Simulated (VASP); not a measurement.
# Ba2Tl5V3O12 (P-42m) in VASP: a series of runs

Ba2Tl5V3O12 is run at these levels: PBEsol, revPBE; tasks: relaxation of cell and atoms, single point.

Everything below comes from runs of VASP 6.6.1. Logs are shortened: lines on timing, memory, paths and dates and some standing lists are left out, and cuts for length are marked.

### Step 1. The cell of the first run

The structure is tetragonal, space group P-42m (No. 111). Conventional cell: a = 9.937 Å, b = 9.937 Å, c = 6.656 Å, α = 90.00°, β = 90.00°, γ = 90.00°. Ba (site symmetry 222) has 4 O at 2.61 Å and 2 V at 3.33 Å within 3.4 Å. V (site symmetry -42m) has 4 O at 1.73 Å within 2.3 Å. V (site symmetry 222) has 4 O at 1.73 Å within 2.3 Å. Tl (site symmetry -42m) has 8 O at 4.22 Å and 4 Tl at 4.60 Å and 4 V at 4.97 Å within 5.5 Å. Within 3.1 Å of Tl (site symmetry m) lie 3 O at 2.32 to 2.59 Å. Within 2.4 Å of O (site symmetry m) lie 1 V at 1.73 Å and 1 Tl at 2.32 Å. O (site symmetry 1) has 1 V at 1.73 Å within 2.3 Å.

### Step 2. Relaxation of cell and atoms, PBEsol, collinear spin, ferromagnetic start

INCAR reads:

```
SYSTEM = Ba2Tl5V3O12
PREC     = Accurate       ! precision mode
ENCUT    = 600            ! plane-wave cutoff, eV
EDIFF    = 1E-7           ! SCF threshold, eV
ISMEAR   = -1             ! smearing method
SIGMA    = 0.05           ! smearing width, eV
LREAL    = .FALSE.        ! projectors in reciprocal space
LASPH    = .TRUE.         ! aspherical terms in the spheres
NELM     = 120            ! most SCF steps
ALGO     = Normal         ! electronic algorithm
ISIF     = 3              ! what is computed and relaxed
LWAVE    = .FALSE.        ! write WAVECAR
LCHARG   = .FALSE.        ! write CHGCAR
ISPIN    = 2              ! spin polarisation
MAGMOM   = 0 0 2 2 2 0 0 0 0 0 0 0 0 0 0 0 0 0 0 0 0 0 ! initial moments
LORBIT   = 11             ! projections on sites
LMAXMIX  = 4              ! l up to which the mixer works
GGA      = PS             ! functional
IBRION   = 2              ! ionic algorithm
NSW      = 40             ! ionic steps
EDIFFG   = -0.01          ! ionic threshold
KPAR     = 4
```

KPOINTS reads:

```
regular mesh
0
G
  3 3 4
  0 0 0
```

POSCAR reads:

```
Ba2Tl5V3O12
1.0
    9.9366500000      0.0000000000      0.0000000000
    0.0000000000      9.9366500000      0.0000000000
    0.0000000000      0.0000000000      6.6555200000
Ba V Tl O
2 3 5 12
Direct
    0.0000000000      0.5000000000      0.0000000000
    0.5000000000      0.0000000000      0.0000000000
    0.5000000000      0.5000000000      0.0000000000
    0.5000000000      0.0000000000      0.5000000000
    0.0000000000      0.5000000000      0.5000000000
    0.0000000000      0.0000000000      0.5000000000
    0.6732100000      0.3267900000      0.4601400000
    0.3267900000      0.6732100000      0.4601400000
    0.6732100000      0.6732100000      0.5398600000
    0.3267900000      0.3267900000      0.5398600000
    0.3984800000      0.6015200000      0.1465200000
    0.6015200000      0.3984800000      0.1465200000
    0.6015200000      0.6015200000      0.8534800000
    0.3984800000      0.3984800000      0.8534800000
    0.5995900000      0.0907200000      0.3357900000
    0.4004100000      0.0907200000      0.6642100000
    0.5995900000      0.9092800000      0.6642100000
    0.4004100000      0.9092800000      0.3357900000
    0.0907200000      0.5995900000      0.3357900000
    0.0907200000      0.4004100000      0.6642100000
    0.9092800000      0.5995900000      0.6642100000
    0.9092800000      0.4004100000      0.3357900000
```

Potentials or basis: VASP PAW PBE potentials, release 64 (Ba_sv, V_sv, Tl_d, O).

Started as:

```sh
cat potpaw_PBE.64/Ba_sv/POTCAR potpaw_PBE.64/V_sv/POTCAR potpaw_PBE.64/Tl_d/POTCAR potpaw_PBE.64/O/POTCAR > POTCAR
mpirun -np 4 vasp_std > vasp.out
```

OUTCAR:

```text
SYSTEM = Ba2Tl5V3O12
   PREC = Accurate
   ENCUT = 600
   EDIFF = 1E-7
   ISMEAR = -1
   LREAL = .FALSE.
   LASPH = .TRUE.
   NELM = 120
   ISIF = 3
   ISPIN = 2
   LORBIT = 11
   GGA = PS
   IBRION = 2
   NSW = 40
   EDIFFG = -0.01

 ion  position               nearest neighbor table
   1  0.000  0.500  0.000-  19 2.61  20 2.61  21 2.61  22 2.61   5 3.33   5 3.33
   2  0.500  0.000  0.000-  15 2.61  16 2.61  17 2.61  18 2.61   4 3.33   4 3.33
   3  0.500  0.500  0.000-  11 1.73  12 1.73  13 1.73  14 1.73
   4  0.500  0.000  0.500-  15 1.73  16 1.73  17 1.73  18 1.73   2 3.33   2 3.33
   5  0.000  0.500  0.500-  19 1.73  20 1.73  21 1.73  22 1.73   1 3.33   1 3.33
   6  0.000  0.000  0.500-
   7  0.673  0.327  0.460-  12 2.32  15 2.59  22 2.59  10 3.48   9 3.48
   8  0.327  0.673  0.460-  11 2.32  18 2.59  19 2.59  10 3.48   9 3.48
   9  0.673  0.673  0.540-  13 2.32  17 2.59  21 2.59   8 3.48   7 3.48
  10  0.327  0.327  0.540-  14 2.32  16 2.59  20 2.59   8 3.48   7 3.48
  11  0.398  0.602  0.147-   3 1.73   8 2.32
  12  0.602  0.398  0.147-   3 1.73   7 2.32
  13  0.602  0.602  0.853-   3 1.73   9 2.32
  14  0.398  0.398  0.853-   3 1.73  10 2.32
  15  0.600  0.091  0.336-   4 1.73   7 2.59   2 2.61
  16  0.400  0.091  0.664-   4 1.73  10 2.59   2 2.61
  17  0.600  0.909  0.664-   4 1.73   9 2.59   2 2.61
  18  0.400  0.909  0.336-   4 1.73   8 2.59   2 2.61
  19  0.091  0.600  0.336-   5 1.73   8 2.59   1 2.61
  20  0.091  0.400  0.664-   5 1.73  10 2.59   1 2.61
  21  0.909  0.600  0.664-   5 1.73   9 2.59   1 2.61
  22  0.909  0.400  0.336-   5 1.73   7 2.59   1 2.61

  LATTYP: Found a simple tetragonal cell.
 ALAT       =     9.9366500000
 C/A-ratio  =     0.6697951523

  Lattice vectors:

 A1 = (   9.9366500000,   0.0000000000,   0.0000000000)
 A2 = (   0.0000000000,   9.9366500000,   0.0000000000)
 A3 = (   0.0000000000,   0.0000000000,   6.6555200000)

Analysis of symmetry for initial positions (statically):
=====================================================================
 Subroutine PRICEL returns:
 Original cell was already a primitive cell.

 Routine SETGRP: Setting up the symmetry group for a
 simple tetragonal supercell.

 Subroutine GETGRP returns: Found  8 space group operations
 (whereof  8 operations were pure point group operations)
 out of a pool of 16 trial point group operations.

The static configuration has the point symmetry D_2d.

Analysis of symmetry for dynamics (positions and initial velocities):
[... 199 lines left out ...]

  energy without entropy =     -148.27627005  energy(sigma->0) =     -148.27702561

------------------------ aborting loop because EDIFF is reached ----------------------------------------

  FORCE on cell =-STRESS in cart. coord.  units (eV):
  Direction    XX          YY          ZZ          XY          YZ          ZX
  --------------------------------------------------------------------------------------
  -------------------------------------------------------------------------------------
  Total       -5.6721011     -5.6721011     -6.0854985      0.0000000      0.0000000      0.0000000
  in kB      -13.8290570    -13.8290570    -14.8369544      0.0000000      0.0000000      0.0000000
  external PRESSURE =     -14.1650228 kB  Pullay stress =       0.0000000 kB
[... 153 lines left out ...]
  FREE ENERGIE OF THE ION-ELECTRON SYSTEM (eV)
  ---------------------------------------------------
  free  energy   TOTEN  =      -148.3474779588 eV

  energy  without entropy=     -148.3463749989  energy(sigma->0) =     -148.34692648

[... ionic steps 4 to 23 ...]

--------------------------------------- Ionic step       24  -------------------------------------------

 number of electron     196.0000055 magnetization      -0.0000000

 number of electron     196.0000055 magnetization       0.0000000
[... 113 lines left out ...]
 number of electron     196.0000054 magnetization      -0.0000000

 number of electron     196.0000054 magnetization       0.0000000

 Free energy of the ion-electron system (eV)
  ---------------------------------------------------
  ext. energy  EPLUGINS =         0.00000000
  ---------------------------------------------------
  free energy    TOTEN  =      -148.49989158 eV

  energy without entropy =     -148.49951053  energy(sigma->0) =     -148.49970105

 E-fermi :   1.0491     XC(G=0):  -7.4140

 val. band max:        0.6769541910   @ k =   0.3333   0.3333   0.0000
 cond. band min:       1.3996794468   @ k =   0.0000   0.0000   0.5000
 fundamental gap:      0.7227252557
 Fermi energy:         1.0490695086

 spin component 1

 k-point     1 :       0.0000    0.0000    0.0000
  band No.  band energies     occupation
      1     -63.5735      1.00000
      2     -63.5735      1.00000
      3     -62.5304      1.00000
      4     -37.7271      1.00000
      5     -37.7271      1.00000
      6     -37.6568      1.00000
[... 1006 lines left out ...]
    109       4.2726      0.00000
    110       4.5024      0.00000
 Fermi energy:         1.0490695086

 spin component 2

 k-point     1 :       0.0000    0.0000    0.0000
  band No.  band energies     occupation
      1     -63.5735      1.00000
      2     -63.5735      1.00000
      3     -62.5304      1.00000
      4     -37.7271      1.00000
      5     -37.7271      1.00000
      6     -37.6568      1.00000
[... 1006 lines left out ...]
    109       4.2726      0.00000
    110       4.5024      0.00000
 [bands above 110 left out]

------------------------ aborting loop because EDIFF is reached ----------------------------------------

  FORCE on cell =-STRESS in cart. coord.  units (eV):
  Direction    XX          YY          ZZ          XY          YZ          ZX
  --------------------------------------------------------------------------------------
  -------------------------------------------------------------------------------------
  Total        0.0165293      0.0165293     -0.0168717      0.0000000      0.0000000      0.0000000
  in kB        0.0439815      0.0439815     -0.0448926      0.0000000      0.0000000      0.0000000
  external PRESSURE =       0.0143568 kB  Pullay stress =       0.0000000 kB
[... 37 lines left out ...]
  FREE ENERGIE OF THE ION-ELECTRON SYSTEM (eV)
  ---------------------------------------------------
  free  energy   TOTEN  =      -148.4998915802 eV

  energy  without entropy=     -148.4995105297  energy(sigma->0) =     -148.49970105

 reached required accuracy - stopping structural energy minimisation

 total charge

# of ion       s       p       d       tot
------------------------------------------
    1        1.986   5.615   0.291   7.892
    2        1.986   5.615   0.291   7.892
    3        2.408   6.449   3.283  12.140
    4        2.419   6.461   3.341  12.222
    5        2.419   6.461   3.341  12.222
    6        1.313   0.038   9.671  11.022
[... 14 lines left out ...]
   21        1.576   3.401   0.000   4.977
   22        1.576   3.401   0.000   4.977
--------------------------------------------------
tot         36.257  72.537  58.966 167.760

 magnetization (x)

# of ion       s       p       d       tot
------------------------------------------
    1        0.000   0.000  -0.000   0.000
    2        0.000   0.000  -0.000   0.000
    3        0.000  -0.000   0.000   0.000
    4       -0.000  -0.000   0.000   0.000
    5       -0.000  -0.000   0.000   0.000
    6       -0.000  -0.000  -0.000  -0.000
[... 14 lines left out ...]
   21        0.000  -0.000   0.000   0.000
   22        0.000  -0.000   0.000   0.000
--------------------------------------------------
tot          0.000  -0.000   0.000   0.000
```

OSZICAR:

```text
N       E                     dE             d eps       ncg     rms          rms(c)
DAV:   1     0.186100026483E+04    0.18610E+04   -0.10829E+05  4760   0.164E+03
DAV:   2     0.276076362493E+02   -0.18334E+04   -0.17685E+04  5136   0.385E+02
[... 332 lines left out ...]
DAV:   2    -0.148499927282E+03   -0.13403E-04   -0.84176E-04  5104   0.121E-01    0.120E-01
DAV:   3    -0.148499900933E+03    0.26349E-04   -0.58507E-05  5088   0.346E-02    0.739E-02
DAV:   4    -0.148499898935E+03    0.19980E-05   -0.13134E-05  5120   0.154E-02    0.553E-02
DAV:   5    -0.148499892940E+03    0.59950E-05   -0.16349E-05  5680   0.199E-02    0.197E-02
DAV:   6    -0.148499891844E+03    0.10962E-05   -0.60382E-06  5408   0.925E-03    0.738E-03
DAV:   7    -0.148499891582E+03    0.26213E-06   -0.61828E-07  4864   0.325E-03    0.241E-03
DAV:   8    -0.148499891580E+03    0.14697E-08   -0.27541E-07  3872   0.223E-03
  26 F= -.14849989E+03 E0= -.14849970E+03  d E =-.373779E-04  mag=    -0.0000
```

Wall time 2.8 h (4 MPI ranks of AMD EPYC 9R45 (Zen 5), shared host); peak memory 1.9 GiB.

Results:

- Free energy: -148.4999 eV
- Relaxed volume: 27.37 Å³/atom
- Relaxed cell: a = 9.519 Å, b = 9.519 Å, c = 6.646 Å, α = 90.00°, β = 90.00°, γ = 90.00°
- Space group after relaxing (to 0.1 Å): P-42m (No. 111)
- Energy gained by relaxing: 10.1 meV/atom
- Ionic steps: 26
- Pressure after relaxing: 0.0 GPa
- Largest force after relaxing: 0.007 eV/Å
- Band gap on the k mesh: 0.72 eV (least direct gap 0.82 eV)
- Net moment: 0.00 μB per cell
- Valence electrons inside the program's atomic spheres: Ba 7.89; V 12.14, 12.22 (each value once); Tl 11.02, 11.17 (each value once); O 4.97, 4.98 (each value once)

Forces on the atoms (eV/Å):
```
Ba   0.000  0.000  0.000
Ba   0.000  0.000  0.000
V    0.000  0.000  0.000
V    0.000  0.000  0.000
V    0.000  0.000  0.000
Tl   0.000  0.000  0.000
Tl   0.003 -0.003 -0.006
Tl  -0.003  0.003 -0.006
Tl   0.003  0.003  0.006
Tl  -0.003 -0.003  0.006
O    0.003 -0.003  0.006
O   -0.003  0.003  0.006
O   -0.003 -0.003 -0.006
O    0.003  0.003 -0.006
O   -0.002  0.003 -0.004
O    0.002  0.003  0.004
O   -0.002 -0.003  0.004
O    0.002 -0.003 -0.004
O    0.003 -0.002 -0.004
O    0.003  0.002  0.004
O   -0.003 -0.002  0.004
O   -0.003  0.002 -0.004
```

Step by step:
| step | energy change (eV) | largest force (eV/Å) | pressure (GPa) | volume (Å³) |
| --- | --- | --- | --- | --- |
| 1 | 0.0000 | 0.2606 | -1.42 | 657.15 |
| 2 | -0.0131 | 0.9272 | 1.13 | 632.35 |
| 3 | -0.0697 | 0.4038 | -0.13 | 643.90 |
| 4 | -0.1255 | 0.1309 | -0.07 | 634.11 |
| 5 | -0.1319 | 0.2139 | -0.03 | 629.51 |
| 6 | -0.1614 | 0.1856 | -0.09 | 624.52 |
| 7 | -0.1699 | 0.3858 | -0.13 | 619.71 |
| 8 | -0.1881 | 0.2263 | -0.06 | 615.65 |
| 9 | -0.1941 | 0.1530 | 0.04 | 610.84 |
| 10 | -0.2038 | 0.1312 | -0.07 | 609.22 |
| 11 | -0.2111 | 0.3233 | -0.41 | 604.37 |
| 12 | -0.2124 | 0.2615 | -0.31 | 605.70 |
| 13 | -0.2198 | 0.0930 | -0.08 | 602.68 |
| 14 | -0.2208 | 0.0351 | 0.06 | 600.98 |
| 15 | -0.2208 | 0.0345 | 0.05 | 601.08 |
| 16 | -0.2212 | 0.0265 | 0.03 | 601.20 |
| 17 | -0.2216 | 0.0366 | -0.01 | 601.47 |
| 18 | -0.2216 | 0.0430 | -0.02 | 601.54 |
| 19 | -0.2219 | 0.0191 | 0.01 | 601.49 |
| 20 | -0.2219 | 0.0173 | 0.03 | 601.48 |
| 21 | -0.2219 | 0.0172 | 0.03 | 601.47 |
| 22 | -0.2220 | 0.0148 | 0.02 | 601.72 |
| 23 | -0.2221 | 0.0172 | 0.00 | 601.91 |
| 24 | -0.2221 | 0.0284 | -0.03 | 602.30 |
| 25 | -0.2221 | 0.0208 | -0.01 | 602.06 |
| 26 | -0.2221 | 0.0074 | 0.00 | 602.14 |

Final structure:
```xyz
22
Lattice="9.5187 0.0000 0.0000 0.0000 9.5187 0.0000 0.0000 0.0000 6.6457" Properties=species:S:1:pos:R:3 pbc="T T T"
Ba    0.0000    4.7594    0.0000
Ba    4.7594    9.5187    0.0000
V     4.7594    4.7594    0.0000
V     4.7594    9.5187    3.3228
V     0.0000    4.7594    3.3228
Tl    0.0000    9.5187    3.3228
Tl    6.3695    3.1492    3.0925
Tl    3.1492    6.3695    3.0925
Tl    6.3695    6.3695    3.5532
Tl    3.1492    3.1492    3.5532
O     3.7520    5.7667    0.9641
O     5.7667    3.7520    0.9641
O     5.7667    5.7667    5.6816
O     3.7520    3.7520    5.6816
O     5.7554    0.8874    2.2383
O     3.7633    0.8874    4.4074
O     5.7554    8.6313    4.4074
O     3.7633    8.6313    2.2383
O     0.8874    5.7554    2.2383
O     0.8874    3.7633    4.4074
O     8.6313    5.7554    4.4074
O     8.6313    3.7633    2.2383
```

Levels at points of the mesh, in eV from the valence-band top:
Spin up:
```tsv
k point	band 96	band 97	band 98	band 99	band 100	band 101
(0.00, 0.00, 0.00)	-0.10	-0.10	-0.09	1.18	1.33	1.33
(0.00, 0.00, 0.50)	-0.23	-0.22	-0.22	0.72	1.39	1.39
```
Spin down:
```tsv
k point	band 94	band 95	band 96	band 97	band 98	band 99	band 100	band 101	band 102	band 103
(0.00, 0.00, 0.00)	-1.09	-0.26	-0.10	-0.10	-0.09	1.18	1.33	1.33	2.16	2.27
(0.00, 0.00, 0.50)	-0.55	-0.39	-0.23	-0.22	-0.22	0.72	1.39	1.39	2.21	2.58
```

Caveat: the PAW data sets were made with another functional, which shifts forces and pressure a little; spin-orbit coupling is left out, which moves the levels of the heavy elements; an odd mesh through Γ misses points on the zone boundary, where band edges can lie.

(Continued in part 2 of 2.)
